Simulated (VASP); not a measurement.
Here is a VASP 6.6.1 calculation.

The input INCAR:

```
  ALGO = Normal
  EDIFF = 1E-8
  ENCUT = 520
  GGA = PE
  ISIF = 2
  ISMEAR = -1
  LASPH = True
  LCHARG = False
  LEFG = True
  LREAL = False
  LWAVE = False
  NBANDS = 12
  NELM = 100
  PREC = Accurate
  SIGMA = 0.05
```

Contents of KPOINTS:

```
k-points
0
Gamma
  15 15 15
```

Contents of POSCAR:

```
Ti
1.0
    0.0406000000      2.0503000000      2.0503000000
    2.0503000000      0.0406000000      2.0503000000
    2.0503000000      2.0503000000      0.0406000000
Ti
1
Direct
    0.0000000000      0.0000000000      0.0000000000
```

Potentials or basis: VASP PAW PBE potentials, release 64 (Ti_sv).

The run is started by

```console
$ cat potpaw_PBE.64/Ti_sv/POTCAR > POTCAR
$ mpirun -np 1 vasp_std > vasp.out
```

Question: What does it give for the pressure?

Answer: 4.2 GPa.

Question: Predict the band gap on the k mesh.

Answer: Zero (bands 6 and 7 overlap by 1.06 eV).

Electric field gradients, principal values (V/Å²):
| atom | least | middle | greatest (by size) |
| --- | --- | --- | --- |
| 1 Ti | 4.009 | 4.009 | -8.018 |

Caveat: the cell differs from its parent crystal (equal xy, yz and zx shear strains of +2 %); the cell stands under pressure; without QUAD_EFG the Cq values of the log hold for a quadrupole moment of 1 mb, not for the nuclei.
